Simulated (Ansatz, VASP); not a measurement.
**Two plane-wave programs on BH8C2N**

```
B H C N
1.0
     5.78701   -0.00641   -0.02549
     2.43230    5.44430   -0.04540
     0.88390    0.68544    6.03214
B H C N
2 16 4 2
Direct
  0.48780 0.86920 0.89928
  0.51220 0.13080 0.10072
  0.66824 0.14318 0.52173
  0.33176 0.85682 0.47827
  0.86961 0.02981 0.74431
  0.13039 0.97019 0.25569
  0.68860 0.35318 0.69040
  0.31140 0.64682 0.30960
  0.22899 0.51791 0.77239
  0.77101 0.48209 0.22761
  0.07720 0.31228 0.88146
  0.92280 0.68772 0.11854
  0.21201 0.30809 0.60128
  0.78799 0.69191 0.39872
  0.28833 0.85928 0.87318
  0.71167 0.14072 0.12682
  0.67176 0.72173 0.80418
  0.32824 0.27827 0.19582
  0.68895 0.16888 0.69041
  0.31105 0.83112 0.30959
  0.23409 0.33211 0.77021
  0.76591 0.66789 0.22979
  0.47766 0.14449 0.84359
  0.52234 0.85551 0.15641
```

Alike in both runs: functional PBE; dispersion D3(BJ); k mesh 4 × 4 × 4; no spin polarisation.

Ansatz relaxed the structure, and its values are those at the end. VASP's run is a single point on that final structure, the one shown.

|  | VASP | Ansatz |
| --- | --- | --- |
| version | VASP 6.6.1 | Ansatz 0.2.0 |
| potentials or method | VASP PAW PBE potentials, release 64 (B, H, C, N), cutoff 520 eV | scalar-relativistic, plane waves, PAW |
| occupations | gaussian, width 0.01 eV | fixed |
| valence electrons in the cell | 48 | 48 |

|  | VASP | Ansatz | Ansatz less VASP |
| --- | --- | --- | --- |
| gap on the k mesh at the Fermi level (eV) | 5.39 | 5.39 | +0.003 |
| least direct gap on the mesh (eV) | 5.77 | 5.77 | -0.003 |
| pressure (GPa) | -0.1 | 0.0 | +0.07 |
| rms of the force components (eV/Å) | 0.011 | 0.000 | -0.0109 |
